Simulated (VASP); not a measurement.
# H2 in VASP: notebook, part 2 of 2

VASP 6.6.1. The steps go on from the part before.

**3. Relaxation of the atoms, r2SCAN**

Input file POSCAR:

```
H
1.0
    9.0000000000      0.0000000000      0.0000000000
    0.0000000000      9.5000000000      0.0000000000
    0.0000000000      0.0000000000     10.0000000000
H
2
Direct
    0.5000000000      0.5000000000      0.4625000000
    0.5000000000      0.5000000000      0.5375000000
```

Input file INCAR.step1:

```
SYSTEM = H
ALGO     = Normal         ! electronic algorithm
EDIFF    = 1E-4           ! SCF threshold, eV
ENCUT    = 520            ! plane-wave cutoff, eV
GGA      = PE             ! functional
ISMEAR   = 1              ! smearing method
LASPH    = .True.         ! aspherical terms in the spheres
LCHARG   = .False.        ! write CHGCAR
LREAL    = .False.        ! projectors in reciprocal space
LWAVE    = .True.         ! write WAVECAR
NELM     = 80             ! most SCF steps
PREC     = Accurate       ! precision mode
SIGMA    = 0.05           ! smearing width, eV
```

Input file INCAR.step2:

```
SYSTEM = H
ALGO     = Normal         ! electronic algorithm
EDIFF    = 1E-6           ! SCF threshold, eV
EDIFFG   = -0.02          ! ionic threshold
ENCUT    = 520            ! plane-wave cutoff, eV
IBRION   = 2              ! ionic algorithm
ISIF     = 2              ! what is computed and relaxed
ISMEAR   = 1              ! smearing method
ISTART   = 1            
LASPH    = .True.         ! aspherical terms in the spheres
LCHARG   = .False.        ! write CHGCAR
LMIXTAU  = .True.       
LREAL    = .False.        ! projectors in reciprocal space
LWAVE    = .False.        ! write WAVECAR
METAGGA  = R2SCAN         ! meta-GGA
NELM     = 80             ! most SCF steps
NSW      = 80             ! ionic steps
PREC     = Accurate       ! precision mode
SIGMA    = 0.05           ! smearing width, eV
```

Input file KPOINTS:

```
k-points
0
Gamma
  1 1 1
  0 0 0
```

Potentials or basis: VASP PAW PBE potentials, release 64 (H).

Launch:

```bash
> cat potpaw_PBE.64/H/POTCAR > POTCAR
> cp INCAR.step1 INCAR
> mpirun -np 1 vasp_gam > vasp.out
> cp INCAR.step2 INCAR
> mpirun -np 1 vasp_gam > vasp.out
```

OUTCAR:

```text
SYSTEM = H
   EDIFF = 1E-6
   EDIFFG = -0.02
   ENCUT = 520
   IBRION = 2
   ISIF = 2
   ISMEAR = 1
   ISTART = 1
   LASPH = .True.
   LREAL = .False.
   METAGGA = R2SCAN
   NELM = 80
   NSW = 80
   PREC = Accurate

 ion  position               nearest neighbor table
   1  0.500  0.500  0.462-   2 0.75
   2  0.500  0.500  0.538-   1 0.75

  LATTYP: Found a simple orthorhombic cell.
 ALAT       =     9.0000000000
 B/A-ratio  =     1.0555555556
 C/A-ratio  =     1.1111111111

  Lattice vectors:

 A1 = (   9.0000000000,   0.0000000000,   0.0000000000)
 A2 = (   0.0000000000,   9.5000000000,   0.0000000000)
 A3 = (   0.0000000000,   0.0000000000,  10.0000000000)

Analysis of symmetry for initial positions (statically):
=====================================================================
 Subroutine PRICEL returns:
 Original cell was already a primitive cell.

 Routine SETGRP: Setting up the symmetry group for a
 simple orthorhombic supercell.

 Subroutine GETGRP returns: Found  8 space group operations
 (whereof  8 operations were pure point group operations)
 out of a pool of  8 trial point group operations.

The static configuration has the point symmetry D_2h.

Analysis of symmetry for dynamics (positions and initial velocities):
=====================================================================
 Subroutine PRICEL returns:
 Original cell was already a primitive cell.

 Routine SETGRP: Setting up the symmetry group for a
 simple orthorhombic supercell.

 Subroutine GETGRP returns: Found  8 space group operations
 (whereof  8 operations were pure point group operations)
 out of a pool of  8 trial point group operations.

The dynamic configuration has the point symmetry D_2h.

 Subroutine INISYM returns: Found  8 space group operations
 (whereof  8 operations are pure point group operations),
 and found     1 'primitive' translations

----------------------------------------------------------------------------------------

                                     Primitive cell

  volume of cell :     855.0000

  direct lattice vectors                    reciprocal lattice vectors
     9.000000000  0.000000000  0.000000000     0.111111111  0.000000000  0.000000000
     0.000000000  9.500000000  0.000000000     0.000000000  0.105263158  0.000000000
     0.000000000  0.000000000 10.000000000     0.000000000  0.000000000  0.100000000

  length of vectors
     9.000000000  9.500000000 10.000000000     0.111111111  0.105263158  0.100000000

  position of ions in fractional coordinates (direct lattice)
     0.500000000  0.500000000  0.462500000
     0.500000000  0.500000000  0.537500000

  ion indices of the primitive-cell ions
   primitive index   ion index
                 1           1
                 2           2

----------------------------------------------------------------------------------------

 KPOINTS: k-points

Automatic generation of k-mesh.
 Grid dimensions read from file:
 generate k-points for:    1    1    1

 Generating k-lattice:

  Cartesian coordinates                     Fractional coordinates (reciprocal lattice)
     0.111111111  0.000000000  0.000000000     1.000000000  0.000000000  0.000000000
     0.000000000  0.105263158  0.000000000     0.000000000  1.000000000  0.000000000
     0.000000000  0.000000000  0.100000000     0.000000000  0.000000000  1.000000000

  Length of vectors
     0.111111111  0.105263158  0.100000000

  Shift w.r.t. Gamma in fractional coordinates (k-lattice)
     0.000000000  0.000000000  0.000000000

 Subroutine IBZKPT returns following result:
 ===========================================

 Found      1 irreducible k-points:

 Following reciprocal coordinates:
            Coordinates               Weight
  0.000000  0.000000  0.000000      1.000000
   k-points           NKPTS =      1   k-points in BZ     NKDIM =      1   number of bands    NBANDS=      5
   number of dos      NEDOS =    301   number of ions     NIONS =      2
   total plane-waves  NPLWV = 403200
   dimension x,y,z NGX =    70 NGY =   72 NGZ =   80
   dimension x,y,z NGXF=   140 NGYF=  144 NGZF=  160
   ions per type =               2
   NGX,Y,Z   is equivalent  to a cutoff of  12.93, 12.60, 13.30 a.u.
   NGXF,Y,Z  is equivalent  to a cutoff of  25.86, 25.20, 26.60 a.u.
 SYSTEM =  H
   PREC   = accura    normal or accurate (medium, high low for compatibility)
   ISTART =      1    job   : 0-new  1-cont  2-samecut
   ICHARG =      0    charge: 1-file 2-atom 10-const
   ISPIN  =      1    spin polarized calculation?
   LNONCOLLINEAR =      F non collinear calculations
   LSORBIT =      F    spin-orbit coupling
   LASPH  =      T    aspherical Exc in radial PAW
   ENCUT  =  520.0 eV  38.22 Ry    6.18 a.u.  16.73 17.66 18.59*2*pi/ulx,y,z
   NELM   =     80;   NELMIN=  2; NELMDL=  0     # of ELM steps
   EDIFF  = 0.1E-05   stopping-criterion for ELM
   LREAL  =      F    real-space projection
   EDIFFG = -.2E-01   stopping-criterion for IOM
   NSW    =     80    number of steps for IOM
   IBRION =      2    ionic relax: 0-MD 1-quasi-New 2-CG
   NFREE  =      1    steps in history (QN), initial steepest desc. (CG)
   ISIF   =      2    stress and relaxation
   ISYM   =      2    0-nonsym 1-usesym 2-fastsym
   POTIM  = 0.5000    time-step for ionic-motion
   TEBEG  =    0.0;   TEEND  =   0.0 temperature during run
   PSTRESS=    0.0 pullay stress
   NELECT =       2.0000    total number of electrons
   NUPDOWN=      -1.0000    fix difference up-down
   EMIN   =  10.00;   EMAX   =-10.00  energy-range for DOS
   EFERMI =   0.00;   METHOD = LEGACY
   ISMEAR =     1;   SIGMA  =   0.05  broadening in eV -4-tet -1-fermi 0-gaus
   EFERMI_NEDOS =   21; number of points for ismear=-14 and -15
   IALGO  =     38    algorithm
   IMIX   =      4    mixing-type and parameters
     AMIX     =   0.40;   BMIX     =  1.00
     AMIX_MAG =   1.60;   BMIX_MAG =  1.00
  volume/ion in A,a.u.               =     427.50      2884.91
  Fermi-wavevector in a.u.,A,eV,Ry     =   0.217318  0.410672  0.642565  0.047227
  Thomas-Fermi vector in A             =   0.994036
   LORBIT       =      0    0 simple, 1 ext, 2 COOP (PROOUT), +10 PAW based schemes
   METAGGA = R2SCAN    functional components
   LHFCALC =     F    Hartree Fock is set to
   AEXX    =    0.0000 exact exchange contribution
   IVDW    =     0    specifies the selected vdW correction
   LEPSILON=     F    determine dielectric tensor
   LRPA    =     F    only Hartree local field effects (RPA)
 conjugate gradient relaxation of ions
 non-spin polarized calculation
 Methfessel and Paxton  Order N= 1 SIGMA  =   0.05
  energy-cutoff  :      520.00
  volume of cell :      855.00
 maximum number of plane-waves:     11510
 NGX is ok and might be reduce to    70
   NGX = 33   NGY = 35   NGZ = 37

--------------------------------------- Ionic step        1  -------------------------------------------

 number of electron       2.0000001 magnetization

 Free energy of the ion-electron system (eV)
  ---------------------------------------------------
  ext. energy  EPLUGINS =         0.00000000
  ---------------------------------------------------
  free energy    TOTEN  =        -6.90552532 eV

  energy without entropy =       -6.90842427  energy(sigma->0) =       -6.90649163

 E-fermi : -10.6942     XC(G=0):   0.0603

 val. band max:      -10.7363139298   @ k =   0.0000   0.0000   0.0000
 cond. band min:       0.2558693910   @ k =   0.0000   0.0000   0.0000
 fundamental gap:     10.9921833208
 Fermi energy:       -10.6942198189

 k-point     1 :       0.0000    0.0000    0.0000
  band No.  band energies     occupation
      1     -10.7363      2.00000
      2       0.2559      0.00000
      3       1.3394      0.00000
      4       1.6966      0.00000
      5       1.8646      0.00000
[... 69 lines left out ...]
--------------------------------------- Ionic step        3  -------------------------------------------

 number of electron       2.0000001 magnetization

 Free energy of the ion-electron system (eV)
  ---------------------------------------------------
  ext. energy  EPLUGINS =         0.00000000
  ---------------------------------------------------
  free energy    TOTEN  =        -6.90666431 eV

  energy without entropy =       -6.90956326  energy(sigma->0) =       -6.90763063

 E-fermi : -10.7461     XC(G=0):  -0.0831

 val. band max:      -10.7882166976   @ k =   0.0000   0.0000   0.0000
 cond. band min:       0.1039543331   @ k =   0.0000   0.0000   0.0000
 fundamental gap:     10.8921710308
 Fermi energy:       -10.7461225868

 k-point     1 :       0.0000    0.0000    0.0000
  band No.  band energies     occupation
      1     -10.7882      2.00000
      2       0.1040      0.00000
      3       1.2338      0.00000
      4       1.5969      0.00000
      5       1.7090      0.00000
[... 27 lines left out ...]
  FREE ENERGIE OF THE ION-ELECTRON SYSTEM (eV)
  ---------------------------------------------------
  free  energy   TOTEN  =        -6.9066643081 eV

  energy  without entropy=       -6.9095632608  energy(sigma->0) =       -6.90763063

 reached required accuracy - stopping structural energy minimisation
```

Run time: 17 min. Hardware: 1 thread of Intel Xeon Platinum 8488C (Sapphire Rapids), shared host; peak memory 0.93 GiB.

Results:

```
Free energy                     : -6.9067 eV
Energy gained by relaxing       : 0.6 meV/atom
Ionic steps                     : 3
Largest force after relaxing    : 0.007 eV/Å
Gap between the frontier levels : 10.89 eV
```

Forces on the atoms (eV/Å):
```
H    0.000  0.000  0.007
H    0.000  0.000 -0.007
```

The path:
```
step  energy change (eV)  largest force (eV/Å)  pressure (GPa)
   1              0.0000                0.3032           -0.02
   2              0.0069                0.8006            0.03
   3             -0.0011                0.0069            0.00
```

Final structure:
```
CELL_PARAMETERS angstrom
9.00000 0.00000 0.00000
0.00000 9.50000 0.00000
0.00000 0.00000 10.00000
ATOMIC_POSITIONS crystal
H 0.50000 0.50000 0.46292
H 0.50000 0.50000 0.53708
```

Caveat: the PAW data sets were made with another functional, which shifts forces and pressure a little.
